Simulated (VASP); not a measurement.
# GaN (F-43m) in VASP: a series of runs

The runs below take GaN through G0W0 quasiparticle levels, with PBE.

Program: VASP 6.6.1. These are calculated values, not measurements. Logs are shortened: lines on timing, memory, paths and dates and some standing lists are left out, and cuts for length are marked.

## 1. The cell of the first run

It takes space group F-43m (No. 216, cubic). Conventional cell: a = 4.498 Å, b = 4.498 Å, c = 4.498 Å, α = 90.00°, β = 90.00°, γ = 90.00°. Within 2.6 Å of Ga (site symmetry -43m) lie 4 N at 1.95 Å. N (site symmetry -43m) has 4 Ga at 1.95 Å within 2.6 Å.

## 2. G0W0 quasiparticle levels, PBE

The input, POSCAR:

```
GaN
1.0
    0.0000000000      2.2489525415      2.2489525415
    2.2489525415      0.0000000000      2.2489525415
    2.2489525415      2.2489525415      0.0000000000
Ga N
1 1
Direct
    0.0000000000      0.0000000000      0.0000000000
    0.2500000000      0.2500000000      0.2500000000
```

The input, INCAR.step1:

```
PREC = Accurate
ENCUT = 500
EDIFF = 1E-8
ISMEAR = 0
SIGMA = 0.01
LREAL = False
LASPH = True
NELM = 100
ALGO = Normal
LWAVE = True
LCHARG = False
GGA = PE
```

The input, INCAR.step2:

```
PREC = Accurate
ENCUT = 500
EDIFF = 1E-8
ISMEAR = 0
SIGMA = 0.01
LREAL = False
LASPH = True
NELM = 1
ALGO = Exact
LWAVE = True
LCHARG = False
GGA = PE
NBANDS = 99
LOPTICS = True
ISTART = 1
```

The input, INCAR.step3:

```
PREC = Accurate
ENCUT = 500
EDIFF = 1E-8
ISMEAR = 0
SIGMA = 0.01
LREAL = False
LASPH = True
ALGO = EVGW0
LWAVE = False
LCHARG = False
GGA = PE
NELMGW = 1
NBANDS = 99
ENCUTGW = 110.0
NOMEGA = 48
PRECFOCK = Fast
ISTART = 1
NBANDSGW = 17
```

The input, KPOINTS:

```
Automatic mesh
0
Gamma
  4 4 4
```

Potentials or basis: VASP PAW PBE potentials, release 64 (Ga_d_GW, N_GW).

The run is started by

```console
$ cat potpaw_PBE.64/Ga_d_GW/POTCAR potpaw_PBE.64/N_GW/POTCAR > POTCAR
$ cp INCAR.step1 INCAR
$ mpirun -np 1 vasp_std > vasp.out
$ cp INCAR.step2 INCAR
$ mpirun -np 1 vasp_std > vasp.out
$ cp INCAR.step3 INCAR
$ mpirun -np 1 vasp_std > vasp.out
```

OUTCAR:

```text
PREC = Accurate
   ENCUT = 500
   EDIFF = 1E-8
   ISMEAR = 0
   LREAL = False
   LASPH = True
   GGA = PE
   NELMGW = 1
   ENCUTGW = 110.0
   PRECFOCK = Fast
   ISTART = 1

 ion  position               nearest neighbor table
   1  0.000  0.000  0.000-   2 1.95   2 1.95   2 1.95   2 1.95
   2  0.250  0.250  0.250-   1 1.95   1 1.95   1 1.95   1 1.95

  LATTYP: Found a face centered cubic cell.
 ALAT       =     4.4979050830

  Lattice vectors:

 A1 = (   0.0000000000,   2.2489525415,   2.2489525415)
 A2 = (   2.2489525415,   0.0000000000,   2.2489525415)
 A3 = (   2.2489525415,   2.2489525415,   0.0000000000)

Analysis of symmetry for initial positions (statically):
=====================================================================
 Subroutine PRICEL returns:
 Original cell was already a primitive cell.

 Routine SETGRP: Setting up the symmetry group for a
 face centered cubic supercell.

 Subroutine GETGRP returns: Found 24 space group operations
 (whereof 24 operations were pure point group operations)
 out of a pool of 48 trial point group operations.

The static configuration has the point symmetry T_d .

Analysis of symmetry for dynamics (positions and initial velocities):
=====================================================================
 Subroutine PRICEL returns:
 Original cell was already a primitive cell.

 Routine SETGRP: Setting up the symmetry group for a
 face centered cubic supercell.

 Subroutine GETGRP returns: Found 24 space group operations
 (whereof 24 operations were pure point group operations)
 out of a pool of 48 trial point group operations.

The dynamic configuration has the point symmetry T_d .

 Subroutine INISYM returns: Found 24 space group operations
 (whereof 24 operations are pure point group operations),
 and found     1 'primitive' translations

----------------------------------------------------------------------------------------

                                     Primitive cell

  volume of cell :      22.7494

  direct lattice vectors                    reciprocal lattice vectors
     0.000000000  2.248952542  2.248952542    -0.222325723  0.222325723  0.222325723
     2.248952542  0.000000000  2.248952542     0.222325723 -0.222325723  0.222325723
     2.248952542  2.248952542  0.000000000     0.222325723  0.222325723 -0.222325723

  length of vectors
     3.180499185  3.180499185  3.180499185     0.385079448  0.385079448  0.385079448

  position of ions in fractional coordinates (direct lattice)
     0.000000000  0.000000000  0.000000000
     0.250000000  0.250000000  0.250000000

  ion indices of the primitive-cell ions
   primitive index   ion index
                 1           1
                 2           2

----------------------------------------------------------------------------------------

 KPOINTS: Automatic mesh

Automatic generation of k-mesh.
 Grid dimensions read from file:
 generate k-points for:    4    4    4

 Generating k-lattice:

  Cartesian coordinates                     Fractional coordinates (reciprocal lattice)
    -0.055581431  0.055581431  0.055581431     0.250000000  0.000000000  0.000000000
     0.055581431 -0.055581431  0.055581431     0.000000000  0.250000000  0.000000000
     0.055581431  0.055581431 -0.055581431     0.000000000  0.000000000  0.250000000

  Length of vectors
     0.096269862  0.096269862  0.096269862

  Shift w.r.t. Gamma in fractional coordinates (k-lattice)
     0.000000000  0.000000000  0.000000000

 Subroutine IBZKPT returns following result:
 ===========================================

 Found      8 irreducible k-points:

 Following reciprocal coordinates:
            Coordinates               Weight
  0.000000  0.000000  0.000000      1.000000
  0.250000  0.000000  0.000000      8.000000
  0.500000  0.000000  0.000000      4.000000
  0.250000  0.250000  0.000000      6.000000
  0.500000  0.250000  0.000000     24.000000
 -0.250000  0.250000  0.000000     12.000000
  0.500000  0.500000  0.000000      3.000000
 -0.250000  0.500000  0.250000      6.000000
   k-points           NKPTS =      8   k-points in BZ     NKDIM =     64   number of bands    NBANDS=     99
   number of dos      NEDOS =    301   number of ions     NIONS =      2
   total plane-waves  NPLWV =  13824
   dimension x,y,z NGX =    24 NGY =   24 NGZ =   24
   dimension x,y,z NGXF=    48 NGYF=   48 NGZF=   48
   ions per type =               1   1
   NGX,Y,Z   is equivalent  to a cutoff of  12.54, 12.54, 12.54 a.u.
   NGXF,Y,Z  is equivalent  to a cutoff of  25.09, 25.09, 25.09 a.u.
 SYSTEM =  unknown system
   PREC   = accura    normal or accurate (medium, high low for compatibility)
   ISTART =      1    job   : 0-new  1-cont  2-samecut
   ICHARG =      0    charge: 1-file 2-atom 10-const
   ISPIN  =      1    spin polarized calculation?
   LNONCOLLINEAR =      F non collinear calculations
   LSORBIT =      F    spin-orbit coupling
   LASPH  =      T    aspherical Exc in radial PAW
   ENCUT  =  500.0 eV  36.75 Ry    6.06 a.u.   5.80  5.80  5.80*2*pi/ulx,y,z
   NELM   =     60;   NELMIN=  2; NELMDL=  0     # of ELM steps
   EDIFF  = 0.1E-07   stopping-criterion for ELM
   LREAL  =      F    real-space projection
   EDIFFG = 0.1E-06   stopping-criterion for IOM
   NSW    =      0    number of steps for IOM
   IBRION =     -1    ionic relax: 0-MD 1-quasi-New 2-CG
   NFREE  =      0    steps in history (QN), initial steepest desc. (CG)
   ISIF   =      0    stress and relaxation
   ISYM   =      3    0-nonsym 1-usesym 2-fastsym
   POTIM  = 0.5000    time-step for ionic-motion
   TEBEG  =    0.0;   TEEND  =   0.0 temperature during run
   PSTRESS=    0.0 pullay stress
   NELECT =      18.0000    total number of electrons
   NUPDOWN=      -1.0000    fix difference up-down
   EMIN   =  10.00;   EMAX   =-10.00  energy-range for DOS
   EFERMI =   0.00;   METHOD = LEGACY
   ISMEAR =     0;   SIGMA  =   0.01  broadening in eV -4-tet -1-fermi 0-gaus
   EFERMI_NEDOS =   21; number of points for ismear=-14 and -15
   IALGO  =     38    algorithm
   IMIX   =      4    mixing-type and parameters
     AMIX     =   0.40;   BMIX     =  1.00
     AMIX_MAG =   1.60;   BMIX_MAG =  1.00
  volume/ion in A,a.u.               =      11.37        76.76
  Fermi-wavevector in a.u.,A,eV,Ry     =   1.514173  2.861371 31.194330  2.292719
  Thomas-Fermi vector in A             =   2.623866
   LORBIT       =      0    0 simple, 1 ext, 2 COOP (PROOUT), +10 PAW based schemes
   GGA     = PE    functional components
   LHFCALC =     T    Hartree Fock is set to
   PRECFOCK=fast      Normal, Fast or Accurate (Low or Medium for compatibility)
   ENCUT4O =  -1.0   cutoff for four orbital integrals eV
   NKREDX  =     1    reduce k-point grid by
   NKREDY  =     1    reduce k-point grid by
   NKREDZ  =     1    reduce k-point grid by
   AEXX    =    1.0000 exact exchange contribution
   HFSCREEN=    0.0000 screening length (either q_TF or 0.3 A-1)
   HFSCREENC=   0.0000 screening length for correlation (either q_TF or 0.3 A-1)
   ENCUTFOCK=  -1.0 apply spherical cutoff to Coloumb kernel
   IVDW    =     0    specifies the selected vdW correction
   LEPSILON=     F    determine dielectric tensor
   LRPA    =     F    only Hartree local field effects (RPA)
   LRPAFORCE           =     F    calculate RPA forces
   ENCUTGW             = 110.0    cutoff for response function in eV
   ENCUTGWSOFT         =  88.0    soft cutoff for Coulomb kernel in GW response function in eV
   ENCUTLF             =  -1.0    cutoff for local field effects
   NELMGW              =     1    number of iterations in solving QP/BSE equation
   NELMHF              =     1    number of iterations in the inner HF iteration
   NKREDLFX            =     1    NKREDLFY  =   1   NKREDLFZ  =   1
 non-spin polarized calculation
 Gauss-broadening in eV      SIGMA  =   0.01
  energy-cutoff  :      500.00
  volume of cell :       22.75
 maximum number of plane-waves:       604
  NGX = 14; NGY = 14; NGZ = 14
   NGX = 11   NGY = 11   NGZ = 11
 maximum number of plane-waves:        70
 NGX is ok and might be reduce to    14

 QP shifts <psi_nk| G(iteration)W_0 |psi_nk>: iteration 1
 for sc-GW calculations column KS-energies equals QP-energies in previous step
 and V_xc(KS)=  KS-energies - (<T + V_ion + V_H > + <T+V_H+V_ion>^1  + <V_x>^1)

 k-point   1 :       0.0000    0.0000    0.0000
  band No.  KS-energies  QP-energies   sigma(KS)   V_xc(KS)     V^pw_x(r,r')   Z            occupation Imag(sigma)

      1     -10.7868     -11.7742     -16.3347     -14.8527     -24.5823       0.6663       2.0000       1.0884
      2      -8.3328     -11.4324     -25.7749     -21.4835     -34.7963       0.7223       2.0000       0.2612
      3      -8.3328     -11.4324     -25.7749     -21.4835     -34.7963       0.7223       2.0000       0.2612
      4      -8.3328     -11.4324     -25.7749     -21.4835     -34.7963       0.7223       2.0000       0.2612
      5      -8.0118     -11.2273     -26.2195     -21.8052     -35.1889       0.7284       2.0000       0.2020
      6      -8.0118     -11.2273     -26.2195     -21.8052     -35.1889       0.7284       2.0000       0.2020
[... 9 lines left out ...]
     16      24.0019      24.1733      -9.4274      -9.6487      -2.9803       0.7744       0.0000      -0.6921
     17      24.0019      24.1733      -9.4274      -9.6487      -2.9803       0.7744       0.0000      -0.6921

 k-point   2 :       0.2500    0.0000    0.0000
  band No.  KS-energies  QP-energies   sigma(KS)   V_xc(KS)     V^pw_x(r,r')   Z            occupation Imag(sigma)

      1     -10.2449     -11.4955     -18.0395     -16.1993     -26.4023       0.6796       2.0000       0.9493
      2      -8.2716     -11.3907     -25.8601     -21.5516     -34.8844       0.7239       2.0000       0.2571
      3      -8.2716     -11.3907     -25.8601     -21.5516     -34.8844       0.7239       2.0000       0.2571
      4      -8.0071     -11.2281     -26.2213     -21.8092     -35.1999       0.7300       2.0000       0.2049
      5      -8.0071     -11.2281     -26.2213     -21.8092     -35.1999       0.7300       2.0000       0.2049
      6      -7.9606     -10.7741     -24.3294     -20.4478     -33.0300       0.7248       2.0000       0.3537
[... 9 lines left out ...]
     16      22.0027      22.3921     -10.3741     -10.8743      -4.5403       0.7785       0.0000      -0.3893
     17      27.8833      28.5778     -10.1214     -11.0086      -3.1340       0.7828       0.0000      -0.9634

 k-point   3 :       0.5000    0.0000    0.0000
  band No.  KS-energies  QP-energies   sigma(KS)   V_xc(KS)     V^pw_x(r,r')   Z            occupation Imag(sigma)

      1      -9.8892     -11.6517     -20.6842     -18.1333     -29.3479       0.6910       2.0000       0.7250
      2      -8.2452     -11.3754     -25.8800     -21.5597     -34.8878       0.7245       2.0000       0.2491
      3      -8.2452     -11.3754     -25.8800     -21.5597     -34.8878       0.7245       2.0000       0.2491
      4      -7.9646     -11.1912     -26.2992     -21.8824     -35.3076       0.7305       2.0000       0.2108
      5      -7.9646     -11.1912     -26.2992     -21.8824     -35.3076       0.7305       2.0000       0.2108
      6      -6.7351      -9.0501     -23.1340     -19.9314     -31.4501       0.7229       2.0000       0.4443
[... 9 lines left out ...]
     16      24.8363      25.4130     -11.3307     -12.0855      -4.3830       0.7639       0.0000      -0.7534
     17      28.3653      29.2622     -11.1121     -12.2393      -4.2580       0.7956       0.0000      -1.0414

 k-point   4 :       0.2500    0.2500    0.0000
  band No.  KS-energies  QP-energies   sigma(KS)   V_xc(KS)     V^pw_x(r,r')   Z            occupation Imag(sigma)

      1     -10.0906     -11.4534     -18.7322     -16.7339     -27.1691       0.6820       2.0000       0.8946
      2      -8.1899     -11.3351     -25.9848     -21.6532     -35.0243       0.7261       2.0000       0.2547
      3      -8.1899     -11.3351     -25.9848     -21.6532     -35.0243       0.7261       2.0000       0.2547
      4      -8.1674     -11.2432     -25.4668     -21.2281     -34.3447       0.7256       2.0000       0.2528
      5      -7.9733     -11.1995     -26.2707     -21.8529     -35.2551       0.7303       2.0000       0.2028
      6      -7.8194     -10.5964     -24.2109     -20.3832     -32.8473       0.7255       2.0000       0.3509
[... 37 lines left out ...]
      2      -8.2341     -11.3707     -25.8631     -21.5365     -34.8636       0.7250       2.0000       0.2494
      3      -8.1833     -11.3282     -25.9953     -21.6650     -35.0336       0.7262       2.0000       0.2529
      4      -8.0263     -11.2357     -26.1817     -21.7738     -35.1575       0.7281       2.0000       0.2059
      5      -8.0218     -11.2206     -26.0993     -21.7098     -35.0672       0.7287       2.0000       0.2148
      6      -6.9922      -9.3339     -22.8928     -19.6575     -31.1937       0.7238       2.0000       0.4527
[... 9 lines left out ...]
     16      26.7624      27.3491     -10.2031     -10.9530      -3.3505       0.7824       0.0000      -0.9212
     17      27.7000      28.2083     -10.4643     -11.1088      -3.9554       0.7888       0.0000      -0.8825

 k-point   7 :       0.5000    0.5000    0.0000
  band No.  KS-energies  QP-energies   sigma(KS)   V_xc(KS)     V^pw_x(r,r')   Z            occupation Imag(sigma)

      1      -9.7226     -11.7416     -21.9204     -19.0310     -30.7382       0.6987       2.0000       0.6268
      2      -8.2493     -11.3664     -25.5917     -21.2929     -34.4801       0.7251       2.0000       0.2354
      3      -8.0277     -11.2234     -26.2592     -21.8763     -35.3277       0.7291       2.0000       0.2439
      4      -8.0277     -11.2234     -26.2592     -21.8763     -35.3277       0.7291       2.0000       0.2439
      5      -7.9350     -11.1727     -26.3207     -21.9009     -35.3193       0.7325       2.0000       0.2038
      6      -6.3004      -8.3017     -22.0715     -19.2940     -30.1133       0.7205       2.0000       0.4872
[... 9 lines left out ...]
     16      29.8428      30.7189     -10.4045     -11.5123      -4.1989       0.7909       0.0000      -0.6883
     17      30.7628      31.6308     -10.7585     -11.8602      -4.2813       0.7878       0.0000      -0.8526

 k-point   8 :      -0.2500    0.5000    0.2500
  band No.  KS-energies  QP-energies   sigma(KS)   V_xc(KS)     V^pw_x(r,r')   Z            occupation Imag(sigma)

      1      -9.7199     -11.7112     -21.8162     -18.9633     -30.6194       0.6980       2.0000       0.6360
      2      -8.1855     -11.3208     -25.7925     -21.4744     -34.7343       0.7261       2.0000       0.2347
      3      -8.1584     -11.3371     -26.0449     -21.6745     -35.0781       0.7273       2.0000       0.2425
      4      -8.0037     -11.2222     -26.2954     -21.8873     -35.3434       0.7301       2.0000       0.2295
      5      -8.0016     -11.2094     -26.1797     -21.7828     -35.1568       0.7295       2.0000       0.2088
      6      -6.0110      -8.0627     -22.7560     -19.9017     -30.8928       0.7188       2.0000       0.4618
[... 9 lines left out ...]
     16      28.8568      29.8026     -12.0408     -13.2750      -4.6614       0.7664       0.0000      -1.1374
     17      29.2544      30.1246     -11.0706     -12.1661      -4.4774       0.7944       0.0000      -0.9512
```

Run time: 2.3 min. Hardware: 1 thread of Intel Xeon 8259CL, shared host; peak memory 0.21 GiB.

Results:

| Item | Value |
| --- | --- |
| Band gap on the k mesh, mean-field level | 1.75 eV, direct |
| Quasiparticle gap | 2.78 eV |
| Least direct quasiparticle gap | 2.78 eV |

Caveat: the k points lie up to 0.60 Å⁻¹ apart; bands, screening cutoff and mesh are small and nothing is extrapolated, so the quasiparticle values aren't converged.

(Part 1 of 2 ends here.)
